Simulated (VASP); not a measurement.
# Mg12H (a cell with a defect) in VASP: a series of runs

Runs on Mg12H (a cell with a defect). Level: PBE. Tasks: single point.

Everything below comes from runs of VASP 6.6.1. Logs are shortened: lines on timing, memory, paths and dates and some standing lists are left out, and cuts for length are marked.

## (1) The cell of the first run

The cell holds a defect, 13 atoms: a = 6.420 Å, b = 9.630 Å, c = 5.213 Å, α = 90.00°, β = 90.00°, γ = 120.00°.

## (2) Single point, PBE

File INCAR:

```
SYSTEM = Mg12H
PREC     = Accurate       ! precision mode
ENCUT    = 520            ! plane-wave cutoff, eV
EDIFF    = 1E-6           ! SCF threshold, eV
ISMEAR   = 0              ! smearing method
SIGMA    = 0.05           ! smearing width, eV
LREAL    = .False.        ! projectors in reciprocal space
LASPH    = .True.         ! aspherical terms in the spheres
NELM     = 60             ! most SCF steps
ALGO     = Normal         ! electronic algorithm
ISIF     = 2              ! what is computed and relaxed
LWAVE    = .False.        ! write WAVECAR
LCHARG   = .True.         ! write CHGCAR
GGA      = PE             ! functional
LELF     = .True.         ! ELF
LVHAR    = .True.       
NBANDS   = 24             ! bands
```

File KPOINTS:

```
regular mesh
0
Gamma
  3 2 3
  0 0 0
```

File POSCAR:

```
Mg12H
1.0
    6.4200000000      0.0000000000      0.0000000000
   -4.8150000000      8.3398250000      0.0000000000
    0.0000000000      0.0000000000      5.2130400000
Mg H
12 1
Direct
    0.0006783300     -0.0008383636     -0.0033590989
    0.1685946982      0.2230718382      0.5041234808
    0.0012931518      0.3344512223      0.0020944045
    0.1672736737      0.5551691057      0.5014647858
    0.0011487301      0.6673005131      0.0029991468
    0.1684080405      0.8894563232      0.5017770363
    0.4982874422     -0.0006945443     -0.0042590873
    0.6658872628      0.2231213306      0.5032400070
    0.4982519379      0.3325987726     -0.0016669394
    0.6656262221      0.5551369198      0.4973343057
    0.4994114932      0.6670823826     -0.0015643739
    0.6656387595      0.8879775911      0.4975977640
    0.3366399578      0.1143267086      0.2482638685
```

Potentials or basis: VASP PAW PBE potentials, release 64 (Mg, H).

On the command line:

```bash
$ cat potpaw_PBE.64/Mg/POTCAR potpaw_PBE.64/H/POTCAR > POTCAR
$ mpirun -np 1 vasp_std > vasp.out
```

OUTCAR:

```text
SYSTEM = Mg12H
   PREC = Accurate
   ENCUT = 520
   EDIFF = 1E-6
   ISMEAR = 0
   LREAL = .False.
   LASPH = .True.
   NELM = 60
   ISIF = 2
   GGA = PE

 ion  position               nearest neighbor table
   1  0.001  0.999  0.997-   6 3.17   2 3.17   7 3.19   5 3.20  12 3.20   9 3.20  12 3.21  11 3.21
                             6 3.22   7 3.23   3 3.23   2 3.24
   2  0.169  0.223  0.504-   9 3.16   1 3.17   8 3.19   3 3.19  10 3.19   4 3.20   3 3.21   9 3.21
                             6 3.21   8 3.23  12 3.23   1 3.24
   3  0.001  0.334  0.002-   4 3.19   2 3.19   4 3.19   9 3.20   8 3.20  11 3.20   5 3.21   8 3.21
                             2 3.21   9 3.22   1 3.23   7 3.23
   4  0.167  0.555  0.501-  11 3.18   3 3.19   3 3.19   5 3.19  10 3.20  12 3.20   2 3.20  11 3.21
                             5 3.21   8 3.21   6 3.22  10 3.22
   5  0.001  0.667  0.003-  10 3.18   6 3.19   7 3.19   4 3.19   1 3.20  11 3.20   6 3.20   3 3.21
                             4 3.21  11 3.22   9 3.23  10 3.23
   6  0.168  0.889  0.502-   7 3.16   1 3.17   5 3.19  12 3.20   5 3.20   8 3.20   2 3.21   7 3.21
                             4 3.22   1 3.22  12 3.22  10 3.22
   7  0.498  0.999  0.996-   6 3.16   8 3.17  12 3.19   1 3.19   5 3.19  11 3.20  12 3.21   9 3.21
                             6 3.21   1 3.23   3 3.23   8 3.24
   8  0.666  0.223  0.503-  13 2.26   9 3.17   7 3.17   2 3.19  10 3.20   3 3.20   6 3.20   4 3.21
                             3 3.21   9 3.21  12 3.23   2 3.23   7 3.24
   9  0.498  0.333  0.998-  13 2.24   2 3.16   8 3.17  10 3.20   3 3.20   1 3.20  10 3.20   7 3.21
                             2 3.21   8 3.21  11 3.22   3 3.22   5 3.23
  10  0.666  0.555  0.497-   5 3.18   2 3.19   9 3.20  11 3.20   8 3.20   4 3.20   9 3.20  12 3.21
                            11 3.21   4 3.22   6 3.22   5 3.23
  11  0.499  0.667  0.998-   4 3.18  12 3.19  12 3.20  10 3.20   5 3.20   3 3.20   7 3.20  10 3.21
                             4 3.21   1 3.21   9 3.22   5 3.22
  12  0.666  0.888  0.498-  11 3.19   7 3.19  11 3.20   6 3.20   1 3.20   4 3.20  10 3.21   1 3.21
                             7 3.21   6 3.22   8 3.23   2 3.23
  13  0.337  0.114  0.248-   9 2.24   8 2.26

  LATTYP: Found a simple monoclinic cell.
 ALAT       =     6.4200000000
 B/A-ratio  =     0.8120000000
 C/A-ratio  =     1.3228757108
 COS(beta)  =    -0.1889822286

  Lattice vectors:

 A1 = (   6.4200000000,   0.0000000000,   0.0000000000)
 A2 = (   0.0000000000,   0.0000000000,   5.2130400000)
 A3 = (  -1.6050000000,  -8.3398250000,   0.0000000000)

Analysis of symmetry for initial positions (statically):
=====================================================================
 Subroutine PRICEL returns:
 Original cell was already a primitive cell.

 Routine SETGRP: Setting up the symmetry group for a
 simple monoclinic supercell.
[... 162 lines left out ...]
   IALGO  =     38    algorithm
   IMIX   =      4    mixing-type and parameters
     AMIX     =   0.40;   BMIX     =  1.00
     AMIX_MAG =   1.60;   BMIX_MAG =  1.00
  volume/ion in A,a.u.               =      21.47       144.89
  Fermi-wavevector in a.u.,A,eV,Ry     =   0.732477  1.384180  7.299827  0.536522
  Thomas-Fermi vector in A             =   1.824949
   LORBIT       =      0    0 simple, 1 ext, 2 COOP (PROOUT), +10 PAW based schemes
   GGA     = PE    functional components
   LHFCALC =     F    Hartree Fock is set to
   AEXX    =    0.0000 exact exchange contribution
   IVDW    =     0    specifies the selected vdW correction
   LEPSILON=     F    determine dielectric tensor
   LRPA    =     F    only Hartree local field effects (RPA)
 non-spin polarized calculation
 Gauss-broadening in eV      SIGMA  =   0.05
  energy-cutoff  :      520.00
  volume of cell :      279.11
 maximum number of plane-waves:      7549
   NGX = 23   NGY = 35   NGZ = 19

 number of electron      25.0000000 magnetization

 Free energy of the ion-electron system (eV)
  ---------------------------------------------------
  ext. energy  EPLUGINS =         0.00000000
  ---------------------------------------------------
  free energy    TOTEN  =       -20.71691680 eV

  energy without entropy =      -20.70418680  energy(sigma->0) =      -20.71055180

 E-fermi :   2.5223     XC(G=0):  -8.5067

 val. band max:        2.5025101995   @ k =   0.0000   0.0000   0.3333
 cond. band min:       2.5903268750   @ k =  -0.3333   0.5000   0.3333
 fundamental gap:      0.0878166755
 Fermi energy:         2.5222677801

 k-point     1 :       0.0000    0.0000    0.0000
  band No.  band energies     occupation
      1      -4.7927      2.00000
      2      -2.9798      2.00000
      3      -2.1353      2.00000
      4      -1.1871      2.00000
      5      -0.5742      2.00000
      6       0.0182      2.00000
[... 259 lines left out ...]
     23       6.3026      0.00000
     24       6.3618      0.00000

------------------------ aborting loop because EDIFF is reached ----------------------------------------

  FORCE on cell =-STRESS in cart. coord.  units (eV):
  Direction    XX          YY          ZZ          XY          YZ          ZX
  --------------------------------------------------------------------------------------
  -------------------------------------------------------------------------------------
  Total       -0.4151715     -0.1769282     -2.4479747      0.3515416      0.1674239      0.0825235
  in kB       -2.3831702     -1.0156044    -14.0518815      2.0179213      0.9610478      0.4737022
  external PRESSURE =      -5.8168854 kB  Pullay stress =       0.0000000 kB

 VOLUME and BASIS-vectors are now :
 -----------------------------------------------------------------------------
  energy-cutoff  :      520.00
  volume of cell :      279.11
      direct lattice vectors                 reciprocal lattice vectors
     6.420000000  0.000000000  0.000000000     0.155763240  0.089929945  0.000000000
    -4.815000000  8.339825000  0.000000000     0.000000000  0.119906593  0.000000000
     0.000000000  0.000000000  5.213040000     0.000000000  0.000000000  0.191826650

 POSITION                                       TOTAL-FORCE (eV/Angst)
 -----------------------------------------------------------------------------------
     -4.80661      8.33283      5.19553        -0.000586     -0.004766      0.006919
      0.00829      1.86038      2.62802        -0.006295      0.001562     -0.002380
     -1.60208      2.78926      0.01092         0.001672      0.011494      0.002563
     -1.59924      4.63001      2.61416         0.006898     -0.005031      0.001545
     -3.20568      5.56517      0.01563         0.005749      0.005670      0.019051
     -3.20155      7.41791      2.61578         0.000060      0.009659     -0.015332
     -1.61265      8.33403      5.19084         0.005755     -0.000700      0.002902
      3.20067      1.86079      2.62341         0.003162      0.006574     -0.005920
      1.59731      2.77382      5.20435         0.000183     -0.002826      0.010523
      1.60034      4.62974      2.59262        -0.005728     -0.004566     -0.017858
     -0.00578      5.56335      5.20488        -0.007241      0.005087     -0.001900
     -0.00221      7.40558      2.59400        -0.001467     -0.010914     -0.003663
      1.61075      0.95346      1.29421        -0.002161     -0.011241      0.003551
 -----------------------------------------------------------------------------------
    total drift:                                0.000000      0.000005     -0.000023

  FREE ENERGIE OF THE ION-ELECTRON SYSTEM (eV)
  ---------------------------------------------------
  free  energy   TOTEN  =       -20.7169168022 eV

  energy  without entropy=      -20.7041867961  energy(sigma->0) =      -20.71055180
```

OSZICAR:

```text
N       E                     dE             d eps       ncg     rms          rms(c)
DAV:   1     0.192611840372E+02    0.19261E+02   -0.73032E+03   480   0.743E+02
DAV:   2    -0.191079194106E+02   -0.38369E+02   -0.36191E+02   584   0.861E+01
DAV:   3    -0.211103004391E+02   -0.20024E+01   -0.19573E+01   616   0.167E+01
DAV:   4    -0.211333402410E+02   -0.23040E-01   -0.23020E-01   600   0.200E+00
DAV:   5    -0.211335872328E+02   -0.24699E-03   -0.24699E-03   584   0.235E-01    0.354E+00
DAV:   6    -0.208012813589E+02    0.33231E+00   -0.42968E-01   648   0.232E+00    0.189E+00
DAV:   7    -0.207285675635E+02    0.72714E-01   -0.33629E-01   592   0.190E+00    0.725E-01
DAV:   8    -0.207207678097E+02    0.77998E-02   -0.43297E-02   584   0.905E-01    0.391E-01
DAV:   9    -0.207170740966E+02    0.36937E-02   -0.45232E-03   632   0.300E-01    0.689E-02
DAV:  10    -0.207169145156E+02    0.15958E-03   -0.10278E-03   600   0.135E-01    0.160E-02
DAV:  11    -0.207169128156E+02    0.17000E-05   -0.11436E-04   600   0.418E-02    0.118E-02
DAV:  12    -0.207169165328E+02   -0.37172E-05   -0.14124E-05   584   0.172E-02    0.243E-03
DAV:  13    -0.207169168022E+02   -0.26934E-06   -0.28986E-06   552   0.725E-03
   1 F= -.20716917E+02 E0= -.20710552E+02  d E =-.127300E-01
```

stdout:

```text
POSCAR found type information on POSCAR MgH
 POSCAR found :  2 types and      13 ions
 scaLAPACK will be used
 LDA part: xc-table for (Slater+PW92), standard interpolation
 -----------------------------------------------------------------------------
|                                                                             |
|           W    W    AA    RRRRR   N    N  II  N    N   GGGG   !!!           |
|           W    W   A  A   R    R  NN   N  II  NN   N  G    G  !!!           |
|           W    W  A    A  R    R  N N  N  II  N N  N  G       !!!           |
|           W WW W  AAAAAA  RRRRR   N  N N  II  N  N N  G  GGG   !            |
|           WW  WW  A    A  R   R   N   NN  II  N   NN  G    G                |
|           W    W  A    A  R    R  N    N  II  N    N   GGGG   !!!           |
|                                                                             |
|     Your reciprocal lattice and k-lattice belong to different lattice       |
|     classes:                                                                |
|                                                                             |
|        The reciprocal lattice is simple monoclinic,                         |
|        whereas your k-lattice is hexagonal.                                 |
|                                                                             |
|     Results are often still useful ...                                      |
|                                                                             |
 -----------------------------------------------------------------------------

 POSCAR, INCAR and KPOINTS ok, starting setup
 FFT: planning ... GRIDC
 FFT: planning ... GRID_SOFT
 FFT: planning ... GRID
 WAVECAR not read
 entering main loop
```

Wall time 54 s (1 thread of AMD EPYC 9R45 (Zen 5), shared host); peak memory 0.35 GiB.

What came out:

```yaml
Free_energy: -20.7169 eV
Pressure: -0.6 GPa
Largest_force: 0.021 eV/Å
Band_gap_on_the_k_mesh: zero (an odd number of electrons rules out a gap without spin polarisation)
```

Forces on the atoms (eV/Å):
```
Mg  -0.001 -0.005  0.007
Mg  -0.006  0.002 -0.002
Mg   0.002  0.011  0.003
Mg   0.007 -0.005  0.002
Mg   0.006  0.006  0.019
Mg   0.000  0.010 -0.015
Mg   0.006 -0.001  0.003
Mg   0.003  0.007 -0.006
Mg   0.000 -0.003  0.011
Mg  -0.006 -0.005 -0.018
Mg  -0.007  0.005 -0.002
Mg  -0.001 -0.011 -0.004
H   -0.002 -0.011  0.004
```

Stress tensor (GPa, compression positive):
```
-0.24  0.20  0.05
 0.20 -0.10  0.10
 0.05  0.10 -1.41
```

Caveat: the k points lie up to 0.40 Å⁻¹ apart, too coarse for converged energies and pressures of a metal.

## (3) Single point, PBE

File INCAR:

```
  PREC = Accurate
  ENCUT = 520
  EDIFF = 1E-7
  ISMEAR = 0
  SIGMA = 0.05
  LREAL = F
  LASPH = T
  NELM = 60
  ALGO = Normal
  ISIF = 2
  LWAVE = F
  LCHARG = T
  GGA = PE
  LELF = T
  LVHAR = T
  NBANDS = 24
```

File KPOINTS:

```
regular mesh
0
Gamma
  3 2 3
```

File POSCAR:

```
Mg12H
1.0
    6.4200000000      0.0000000000      0.0000000000
   -4.8150000000      8.3398250000      0.0000000000
    0.0000000000      0.0000000000      5.2130400000
Mg H
12 1
Direct
    0.0000890752     -0.0011287560      0.0035701999
    0.1687053763      0.2230374785      0.4954356729
    0.0010440027      0.3343962429     -0.0025996319
    0.1670370389      0.5549898315      0.4977616263
    0.0014946306      0.6676547503     -0.0035595649
    0.1688332523      0.8900746140      0.4983946527
    0.4986617448     -0.0010763455      0.0048069741
    0.6655146023      0.2230024708      0.4964772368
    0.4984609732      0.3330613631      0.0013909015
    0.6659716279      0.5555362804      0.5021497108
    0.4990918805      0.6667848903      0.0008691115
    0.6653768581      0.8878687114      0.5023274113
    0.3347835471      0.1163090882      0.7374017991
```

Potentials or basis: VASP PAW PBE potentials, release 64 (Mg, H).

On the command line:

```bash
$ cat potpaw_PBE.64/Mg/POTCAR potpaw_PBE.64/H/POTCAR > POTCAR
$ mpirun -np 1 vasp_std > vasp.out
```

Wall time 53 s (1 thread of AMD EPYC 9R45 (Zen 5), shared host); peak memory 0.33 GiB.

Results (log left out):

```
Free energy            : -20.7158 eV
Pressure               : -0.6 GPa
Largest force          : 0.032 eV/Å
Band gap on the k mesh : zero (an odd number of electrons rules out a gap without spin polarisation)
```

Forces on the atoms (eV/Å):
```
Mg   0.005 -0.001 -0.013
Mg  -0.013  0.005 -0.002
Mg   0.001  0.011 -0.003
Mg   0.007 -0.006 -0.002
Mg   0.005  0.006 -0.019
Mg  -0.001  0.007  0.014
Mg  -0.002  0.004 -0.010
Mg   0.006  0.008  0.004
Mg   0.001 -0.008 -0.016
Mg  -0.005 -0.003  0.017
Mg  -0.006  0.003  0.000
Mg  -0.002 -0.010  0.004
H    0.004 -0.017  0.026
```

Stress tensor (GPa, compression positive):
```
-0.23  0.20 -0.04
 0.20 -0.10 -0.10
-0.04 -0.10 -1.39
```

Levels at points of the mesh, in eV from the Fermi level:
```csv
k point,band 9,band 10,band 11,band 12,band 13,band 14,band 15,band 16,band 17,band 18
"(0.00, 0.00, 0.00)",-1.21,-0.65,-0.09,0.14,0.38,0.58,0.64,1.33,1.84,1.86
"(0.00, 0.50, 0.00)",-1.49,-1.07,-0.75,-0.62,-0.24,-0.09,1.13,1.84,2.17,2.22
```

Caveat: the k points lie up to 0.40 Å⁻¹ apart, too coarse for converged energies and pressures of a metal.

[end of part 1 of 2]

The gap in the log of VASP goes by the Fermi energy; the results here count the filled bands.